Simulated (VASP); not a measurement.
A run of VASP 6.6.1 is set up as follows.

The input INCAR:

```
PREC = Accurate ; ENCUT = 520
EDIFF = 1E-6 ; ISMEAR = 0
SIGMA = 0.02 ; LREAL = Auto
LASPH = True ; NELM = 60
ALGO = Normal ; ISIF = 2
LWAVE = False ; LCHARG = False
IBRION = 2 ; NSW = 80
EDIFFG = -0.02 ; NELECT = 152.0
```

The input KPOINTS:

```
regular mesh
0
Gamma
  3 3 3
```

The input POSCAR:

```
Sr4Ti4O11
1.0
   -3.8540230074      3.8540230074      3.8540230074
    3.8540230074     -3.8540230074      3.8540230074
    3.8540230074      3.8540230074     -3.8540230074
Sr Ti O
4 4 11
Direct
    0.0000000000      0.0000000000      0.0000000000
    0.5000000000      0.5000000000      0.0000000000
    0.5000000000      0.0000000000      0.5000000000
    0.0000000000      0.5000000000      0.5000000000
    0.5000000000      0.5000000000      0.5000000000
    0.0000000000      0.0000000000      0.5000000000
    0.0000000000      0.5000000000      0.0000000000
    0.5000000000      0.0000000000      0.0000000000
    0.2500000000      0.5000000000      0.2500000000
    0.7500000000      0.0000000000      0.2500000000
    0.7500000000      0.5000000000      0.7500000000
    0.2500000000      0.0000000000      0.7500000000
    0.7500000000      0.7500000000      0.5000000000
    0.7500000000      0.2500000000      0.0000000000
    0.2500000000      0.7500000000      0.0000000000
    0.5000000000      0.2500000000      0.2500000000
    0.0000000000      0.7500000000      0.2500000000
    0.0000000000      0.2500000000      0.7500000000
    0.5000000000      0.7500000000      0.7500000000
```

Potentials or basis: VASP PAW LDA potentials, release 64 (Sr_sv, Ti_sv, O).

Launch:

```sh
$ cat potpaw_LDA.64/Sr_sv/POTCAR potpaw_LDA.64/Ti_sv/POTCAR potpaw_LDA.64/O/POTCAR > POTCAR
$ mpirun -np 1 vasp_std > vasp.out
```

Question: What does it give for the energy gained by relaxing?

Answer: 75.8 meV/atom.

Final structure:
```yaml
crystal:
  lattice:
    - [-3.85402, 3.85402, 3.85402]
    - [3.85402, -3.85402, 3.85402]
    - [3.85402, 3.85402, -3.85402]
  atoms:
    - { symbol: Sr, position: [0.99819, 0.99819, 0.99638] }
    - { symbol: Sr, position: [0.50181, 0.50181, 0.00362] }
    - { symbol: Sr, position: [0.50181, 0.99819, 0.50000] }
    - { symbol: Sr, position: [0.99819, 0.50181, 0.50000] }
    - { symbol: Ti, position: [0.51412, 0.51412, 0.50000] }
    - { symbol: Ti, position: [0.98588, 0.98588, 0.50000] }
    - { symbol: Ti, position: [0.00000, 0.50000, 0.00000] }
    - { symbol: Ti, position: [0.50000, 0.00000, 0.00000] }
    - { symbol: O, position: [0.23556, 0.47984, 0.25573] }
    - { symbol: O, position: [0.77589, 0.02016, 0.25573] }
    - { symbol: O, position: [0.72411, 0.47984, 0.74427] }
    - { symbol: O, position: [0.26444, 0.02017, 0.74427] }
    - { symbol: O, position: [0.75000, 0.75000, 0.50000] }
    - { symbol: O, position: [0.75000, 0.25000, 0.00000] }
    - { symbol: O, position: [0.25000, 0.75000, 0.00000] }
    - { symbol: O, position: [0.47984, 0.23556, 0.25573] }
    - { symbol: O, position: [0.02016, 0.77589, 0.25573] }
    - { symbol: O, position: [0.02017, 0.26444, 0.74427] }
    - { symbol: O, position: [0.47984, 0.72411, 0.74427] }
```

Caveat: the cell carries a net charge on a neutralising background, which shifts energy and pressure; the cell differs from its parent crystal (atoms taken out).
